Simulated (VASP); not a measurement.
# GdRe (Pm-3m) in VASP: further runs

Runs on GdRe. Level: PBE+U. Tasks: single point.

All numbers are computed with VASP 6.6.1; they aren't measurements. Logs are shortened: lines on timing, memory, paths and dates and some standing lists are left out, and cuts for length are marked.

**1. The cell of the first run**

Symmetry: Pm-3m, No. 221, cubic system. Conventional cell: a = 3.521 Å, b = 3.521 Å, c = 3.521 Å, α = 90.00°, β = 90.00°, γ = 90.00°. Gd (site symmetry m-3m) has 8 Re at 3.05 Å and 6 Gd at 3.52 Å within 4.0 Å. Re (site symmetry m-3m) has 8 Gd at 3.05 Å and 6 Re at 3.52 Å within 4.0 Å.

**2. Single point, PBE+U, collinear spin, ferrimagnetic start (volume scaled by 1.040)**

INCAR

```
SYSTEM = GdRe
PREC     = Accurate       ! precision mode
ENCUT    = 520            ! plane-wave cutoff, eV
EDIFF    = 1E-6           ! SCF threshold, eV
ISMEAR   = 0              ! smearing method
SIGMA    = 0.05           ! smearing width, eV
LREAL    = .False.        ! projectors in reciprocal space
LASPH    = .True.         ! aspherical terms in the spheres
NELM     = 150            ! most SCF steps
ALGO     = Normal         ! electronic algorithm
ISIF     = 2              ! what is computed and relaxed
LWAVE    = .False.        ! write WAVECAR
LCHARG   = .True.         ! write CHGCAR
ISPIN    = 2              ! spin polarisation
MAGMOM   = 7.81 -0.17     ! initial moments
LORBIT   = 11             ! projections on sites
LMAXMIX  = 6              ! l up to which the mixer works
LDAU     = .True.         ! DFT+U
LDAUTYPE = 2            
LDAUL    = 3 -1           ! shell
LDAUU    = 6 0            ! U, eV
LDAUJ    = 0 0          
LDAUPRINT= 1            
GGA      = PE             ! functional
LELF     = .True.         ! ELF
LVHAR    = .True.       
NBANDS   = 24             ! bands
```

KPOINTS

```
regular mesh
0
Gamma
  8 8 8
  0 0 0
```

POSCAR

```
GdRe
1.0
    3.5210940793      0.0000000000      0.0000000000
    0.0000000000      3.5210940793      0.0000000000
    0.0000000000      0.0000000000      3.5210940793
Gd Re
1 1
Direct
    0.0000000000      0.0000000000      0.0000000000
    0.5000000000      0.5000000000      0.5000000000
```

Potentials or basis: VASP PAW PBE potentials, release 64 (Gd, Re).

Started as:

```sh
cat potpaw_PBE.64/Gd/POTCAR potpaw_PBE.64/Re/POTCAR > POTCAR
mpirun -np 1 vasp_std > vasp.out
```

OUTCAR:

```text
SYSTEM = GdRe
   PREC = Accurate
   ENCUT = 520
   EDIFF = 1E-6
   ISMEAR = 0
   LREAL = .False.
   LASPH = .True.
   NELM = 150
   ISIF = 2
   ISPIN = 2
   LORBIT = 11
   GGA = PE

 ion  position               nearest neighbor table
   1  0.000  0.000  0.000-   2 3.05   2 3.05   2 3.05   2 3.05   2 3.05   2 3.05   2 3.05   2 3.05

   2  0.500  0.500  0.500-   1 3.05   1 3.05   1 3.05   1 3.05   1 3.05   1 3.05   1 3.05   1 3.05

  LATTYP: Found a simple cubic cell.
 ALAT       =     3.5210940793

  Lattice vectors:

 A1 = (   3.5210940793,   0.0000000000,   0.0000000000)
 A2 = (   0.0000000000,   3.5210940793,   0.0000000000)
 A3 = (   0.0000000000,   0.0000000000,   3.5210940793)

Analysis of symmetry for initial positions (statically):
=====================================================================
 Subroutine PRICEL returns:
 Original cell was already a primitive cell.

 Routine SETGRP: Setting up the symmetry group for a
 simple cubic supercell.

 Subroutine GETGRP returns: Found 48 space group operations
 (whereof 48 operations were pure point group operations)
 out of a pool of 48 trial point group operations.

The static configuration has the point symmetry O_h .

Analysis of symmetry for dynamics (positions and initial velocities):
=====================================================================
 Subroutine PRICEL returns:
 Original cell was already a primitive cell.

 Routine SETGRP: Setting up the symmetry group for a
 simple cubic supercell.

 Subroutine GETGRP returns: Found 48 space group operations
 (whereof 48 operations were pure point group operations)
 out of a pool of 48 trial point group operations.

[... 190 lines left out ...]
  o =  0.9874  v =  0.0000  1.0000  0.0000  0.0000  0.0000 -0.0000 -0.0000  0.0000  0.0000  0.0000  0.0000  0.0000  0.0000  0.0000      0.0000  0.0000  0.0000  0.0000  0.0000  0.0000  0.0000  0.0000  0.0000  0.0000  0.0000  0.0000  0.0000  0.0000
  o =  0.9889  v = -0.0001 -0.0000 -0.0001  0.3643 -0.5703  0.0000  0.7362  0.0000  0.0000  0.0000  0.0000  0.0000  0.0000  0.0000      0.0000  0.0000  0.0000  0.0000  0.0000  0.0000  0.0000  0.0000  0.0000  0.0000  0.0000  0.0000  0.0000  0.0000
  o =  0.9889  v = -0.0001  0.0000 -0.0001 -0.9313 -0.2231 -0.0000  0.2880  0.0000  0.0000  0.0000  0.0000  0.0000  0.0000  0.0000      0.0000  0.0000  0.0000  0.0000  0.0000  0.0000  0.0000  0.0000  0.0000  0.0000  0.0000  0.0000  0.0000  0.0000
  o =  0.9889  v = -0.7906  0.0000 -0.6124  0.0000  0.0001  0.0000 -0.0001  0.0000  0.0000  0.0000  0.0000  0.0000  0.0000  0.0000      0.0000  0.0000  0.0000  0.0000  0.0000  0.0000  0.0000  0.0000  0.0000  0.0000  0.0000  0.0000  0.0000  0.0000
  o =  0.9912  v = -0.0000  0.0000 -0.0000 -0.0000 -0.7863 -0.1037 -0.6091  0.0000  0.0000  0.0000  0.0000  0.0000  0.0000  0.0000      0.0000  0.0000  0.0000  0.0000  0.0000  0.0000  0.0000  0.0000  0.0000  0.0000  0.0000  0.0000  0.0000  0.0000
  o =  0.9912  v =  0.6124  0.0000 -0.7906  0.0000  0.0000  0.0000 -0.0000  0.0000  0.0000  0.0000  0.0000  0.0000  0.0000  0.0000      0.0000  0.0000  0.0000  0.0000  0.0000  0.0000  0.0000  0.0000  0.0000  0.0000  0.0000  0.0000  0.0000  0.0000
  o =  0.9912  v = -0.0000 -0.0000 -0.0000  0.0000  0.0819 -0.9946  0.0635  0.0000  0.0000  0.0000  0.0000  0.0000  0.0000  0.0000      0.0000  0.0000  0.0000  0.0000  0.0000  0.0000  0.0000  0.0000  0.0000  0.0000  0.0000  0.0000  0.0000  0.0000

 number of electron      24.9999994 magnetization       7.1453110

 Free energy of the ion-electron system (eV)
  ---------------------------------------------------
  ext. energy  EPLUGINS =         0.00000000
  ---------------------------------------------------
  free energy    TOTEN  =       -22.49230215 eV

  energy without entropy =      -22.48904837  energy(sigma->0) =      -22.49067526

 E-fermi :   4.2004     XC(G=0): -11.7630

 val. band max:        4.1725250157   @ k =   0.5000   0.1250   0.1250
 cond. band min:       4.2143202175   @ k =   0.2500   0.0000   0.0000
 fundamental gap:      0.0417952018
 Fermi energy:         4.2003655043

 spin component 1

 k-point     1 :       0.0000    0.0000    0.0000
  band No.  band energies     occupation
      1     -39.6679      1.00000
      2     -16.8757      1.00000
      3     -16.8757      1.00000
      4     -16.8757      1.00000
      5      -2.2333      1.00000
      6      -2.2333      1.00000
[... 1289 lines left out ...]
     23      13.2860      0.00000
     24      14.8537      0.00000

 [... further k-points ...]

------------------------ aborting loop because EDIFF is reached ----------------------------------------

  FORCE on cell =-STRESS in cart. coord.  units (eV):
  Direction    XX          YY          ZZ          XY          YZ          ZX
  --------------------------------------------------------------------------------------
  -------------------------------------------------------------------------------------
  Total       -1.1330715     -1.1330715     -1.1330715      0.0000000     -0.0000000     -0.0000000
  in kB      -41.5848362    -41.5848362    -41.5848362      0.0000000     -0.0000000     -0.0000000
  external PRESSURE =     -41.5848362 kB  Pullay stress =       0.0000000 kB

 VOLUME and BASIS-vectors are now :
 -----------------------------------------------------------------------------
  energy-cutoff  :      520.00
  volume of cell :       43.65
      direct lattice vectors                 reciprocal lattice vectors
     3.521094079  0.000000000  0.000000000     0.284002636  0.000000000  0.000000000
     0.000000000  3.521094079  0.000000000     0.000000000  0.284002636  0.000000000
     0.000000000  0.000000000  3.521094079     0.000000000  0.000000000  0.284002636

 POSITION                                       TOTAL-FORCE (eV/Angst)
 -----------------------------------------------------------------------------------
      0.00000      0.00000      0.00000         0.000000      0.000000      0.000000
      1.76055      1.76055      1.76055         0.000000      0.000000      0.000000
 -----------------------------------------------------------------------------------
    total drift:                               -0.000000      0.000000     -0.000000

  FREE ENERGIE OF THE ION-ELECTRON SYSTEM (eV)
  ---------------------------------------------------
  free  energy   TOTEN  =       -22.4923021512 eV

  energy  without entropy=      -22.4890483657  energy(sigma->0) =      -22.49067526

 total charge

# of ion       s       p       d       f       tot
--------------------------------------------------
    1        2.064   5.603   0.680   6.951  15.298
    2        0.585   0.248   4.819   0.000   5.652
--------------------------------------------------
tot          2.649   5.851   5.499   6.951  20.951

 magnetization (x)

# of ion       s       p       d       f       tot
--------------------------------------------------
    1        0.002  -0.071   0.101   6.892   6.925
    2       -0.008   0.028  -0.145   0.000  -0.125
--------------------------------------------------
tot         -0.006  -0.043  -0.043   6.892   6.800
```

Run time: 71 s. Hardware: 1 thread of Intel Xeon Platinum 8559C (Emerald Rapids), shared host; peak memory 0.22 GiB.

Results:

| Property | Result |
| --- | --- |
| Free energy | -22.4923 eV |
| Pressure | -4.2 GPa |
| Net moment | 7.15 μB per cell |
| Site moments | Gd +6.92; Re -0.12 μB |
| Valence electrons inside the program's atomic spheres | Gd 15.30; Re 5.65 |

Eigenvalues of the final occupation matrices:
```csv
site,spin,trace,eigenvalues
site 1 f,1,6.93,0.99 0.99 0.99 0.99 0.99 0.99 0.99
site 1 f,2,0.03,0.00 0.00 0.00 0.00 0.01 0.01 0.01
```

Caveat: spin-orbit coupling is left out, which moves the levels of the heavy elements. The state reached can hang on the start; a lower one may exist.

**3. Single point, PBE+U, collinear spin, ferrimagnetic start (volume scaled by 1.070)**

INCAR

```
SYSTEM = GdRe
ALGO = Normal
EDIFF = 1E-7
ENCUT = 520
GGA = PE
ISIF = 2
ISMEAR = 0
ISPIN = 2
LASPH = .TRUE.
LCHARG = .FALSE.
LDAU = .TRUE.
LDAUJ = 0 0
LDAUL = 3 -1
LDAUPRINT = 1
LDAUTYPE = 2
LDAUU = 6 0
LMAXMIX = 6
LORBIT = 11
LREAL = .FALSE.
LWAVE = .FALSE.
MAGMOM = 7.81 -0.18
NBANDS = 24
NELM = 150
PREC = Accurate
SIGMA = 0.05
```

KPOINTS

```
k-points
0
G
  8 8 8
  0 0 0
```

POSCAR

```
GdRe
1.0
    3.5546303270      0.0000000000      0.0000000000
    0.0000000000      3.5546303270      0.0000000000
    0.0000000000      0.0000000000      3.5546303270
Gd Re
1 1
Direct
    0.0000000000      0.0000000000      0.0000000000
    0.5000000000      0.5000000000      0.5000000000
```

Potentials or basis: VASP PAW PBE potentials, release 64 (Gd, Re).

Started as:

```sh
cat potpaw_PBE.64/Gd/POTCAR potpaw_PBE.64/Re/POTCAR > POTCAR
mpirun -np 1 vasp_std > vasp.out
```

Run time: 70 s. Hardware: 1 thread of Intel Xeon Platinum 8559C (Emerald Rapids), shared host; peak memory 0.21 GiB.

Results (log left out):

```
Free energy                                           : -22.4500 eV
Pressure                                              : -6.8 GPa
Net moment                                            : 7.13 μB per cell
Site moments                                          : Gd +6.93; Re -0.14 μB
Valence electrons inside the program's atomic spheres : Gd 15.27; Re 5.61
```

Levels at points of the mesh, in eV from the Fermi level:
Spin up:
| k point | band 13 | band 14 | band 15 | band 16 | band 17 | band 18 | band 19 | band 20 |
| --- | --- | --- | --- | --- | --- | --- | --- | --- |
| (0.00, 0.00, 0.00) | -2.91 | -2.91 | 0.13 | 0.13 | 0.13 | 3.58 | 3.58 | 6.83 |
| (0.50, 0.00, 0.00) | -2.15 | -1.39 | 0.09 | 0.09 | 0.77 | 0.84 | 1.96 | 2.59 |
| (0.50, 0.50, 0.00) | -2.85 | -1.29 | -1.29 | 1.68 | 1.74 | 2.15 | 2.15 | 4.27 |
| (0.50, 0.50, 0.50) | -0.88 | -0.88 | -0.62 | -0.62 | -0.62 | 1.81 | 1.81 | 3.49 |
Spin down:
```tsv
k point	band 6	band 7	band 8	band 9	band 10	band 11	band 12	band 13
(0.00, 0.00, 0.00)	-2.74	-2.74	0.15	0.15	0.15	4.18	4.18	4.58
(0.50, 0.00, 0.00)	-1.67	-1.61	-0.05	-0.05	0.56	1.52	1.79	3.31
(0.50, 0.50, 0.00)	-2.61	-1.17	-1.17	1.64	1.69	2.45	2.45	4.56
(0.50, 0.50, 0.50)	-0.73	-0.73	-0.18	-0.18	-0.18	1.71	1.71	2.61
```

Eigenvalues of the final occupation matrices:
| site | spin | trace | eigenvalues |
| --- | --- | --- | --- |
| site 1 f | 1 | 6.93 | 0.99 0.99 0.99 0.99 0.99 0.99 0.99 |
| site 1 f | 2 | 0.03 | 0.00 0.00 0.00 0.00 0.01 0.01 0.01 |

Caveat: spin-orbit coupling is left out, which moves the levels of the heavy elements. The state reached can hang on the start; a lower one may exist.

**4. Single point, PBE+U, collinear spin, ferrimagnetic start (volume scaled by 1.100)**

INCAR

```
SYSTEM = GdRe
ALGO = Normal ; EDIFF = 1E-6
ENCUT = 520 ; GGA = PE
ISIF = 2 ; ISMEAR = 0
ISPIN = 2 ; LASPH = .TRUE.
LCHARG = .TRUE. ; LDAU = .TRUE.
LDAUJ = 0 0 ; LDAUL = 3 -1
LDAUPRINT = 1 ; LDAUTYPE = 2
LDAUU = 6 0 ; LELF = .TRUE.
LMAXMIX = 6 ; LORBIT = 11
LREAL = .FALSE. ; LVHAR = .TRUE.
LWAVE = .FALSE. ; MAGMOM = 7.82 -0.2
NBANDS = 24 ; NELM = 150
PREC = Accurate ; SIGMA = 0.05
```

KPOINTS is that of step 3.

POSCAR

```
GdRe
1.0
    3.5875454435      0.0000000000      0.0000000000
    0.0000000000      3.5875454435      0.0000000000
    0.0000000000      0.0000000000      3.5875454435
Gd Re
1 1
Direct
    0.0000000000      0.0000000000      0.0000000000
    0.5000000000      0.5000000000      0.5000000000
```

Started as:

```sh
cat potpaw_PBE.64/Gd/POTCAR potpaw_PBE.64/Re/POTCAR > POTCAR
mpirun -np 1 vasp_std > vasp.out
```

Run time: 76 s. Hardware: 1 thread of Intel Xeon Platinum 8559C (Emerald Rapids), shared host; peak memory 0.23 GiB.

The run converged. Its results:

| Quantity | Value |
| --- | --- |
| Free energy | -22.3883 eV |
| Pressure | -9.0 GPa |
| Net moment | 7.11 μB per cell |
| Site moments | Gd +6.93; Re -0.16 μB |
| Valence electrons inside the program's atomic spheres | Gd 15.25; Re 5.57 |

Levels at points of the mesh, in eV from the Fermi level:
Spin up:
```tsv
k point	band 13	band 14	band 15	band 16	band 17	band 18	band 19	band 20
(0.00, 0.00, 0.00)	-2.77	-2.77	0.15	0.15	0.15	3.51	3.51	6.65
(0.50, 0.00, 0.00)	-2.13	-1.31	0.09	0.09	0.81	0.83	1.89	2.57
(0.50, 0.50, 0.00)	-2.75	-1.21	-1.21	1.62	1.69	2.04	2.04	4.17
(0.50, 0.50, 0.50)	-0.87	-0.87	-0.58	-0.58	-0.58	1.76	1.76	3.33
```
Spin down:
```csv
k point,band 5,band 6,band 7,band 8,band 9,band 10,band 11,band 12,band 13,band 14
"(0.00, 0.00, 0.00)",-5.72,-2.62,-2.62,0.16,0.16,0.16,4.10,4.10,4.50,4.50
"(0.50, 0.00, 0.00)",-2.57,-1.66,-1.52,-0.05,-0.05,0.55,1.56,1.72,3.28,3.28
"(0.50, 0.50, 0.00)",-3.50,-2.53,-1.11,-1.11,1.58,1.62,2.35,2.35,4.49,4.49
"(0.50, 0.50, 0.50)",-0.74,-0.74,-0.74,-0.14,-0.14,-0.14,1.65,1.65,2.51,4.61
```

Eigenvalues of the final occupation matrices:
```
    site  spin  trace                         eigenvalues
site 1 f     1   6.93  0.99 0.99 0.99 0.99 0.99 0.99 0.99
site 1 f     2   0.03  0.00 0.00 0.00 0.00 0.00 0.00 0.00
```

Caveat: spin-orbit coupling is left out, which moves the levels of the heavy elements.

**5. Overview**

| cell | gap on the mesh (eV) | pressure (GPa) | moment (μB) |
| --- | --- | --- | --- |
| a = 3.521 Å, 2 atoms | none | -4.2 | 7.15 |
| a = 3.555 Å, 2 atoms | none | -6.8 | 7.13 |
| a = 3.588 Å, 2 atoms | none | -9.0 | 7.11 |

Alike in all rows: task single point; level PBE+U; potentials or basis VASP PAW PBE potentials, release 64 (Gd, Re); spin collinear, ferrimagnetic start; Gd f U = 6.0 eV; k mesh 8 × 8 × 8; cutoff (eV) 520; smearing gaussian 0.05 eV.

Caveats: spin-orbit coupling is left out, which moves the levels of the heavy elements.

Total energies depend on the potentials used, so only differences within one code and one set of settings carry meaning.
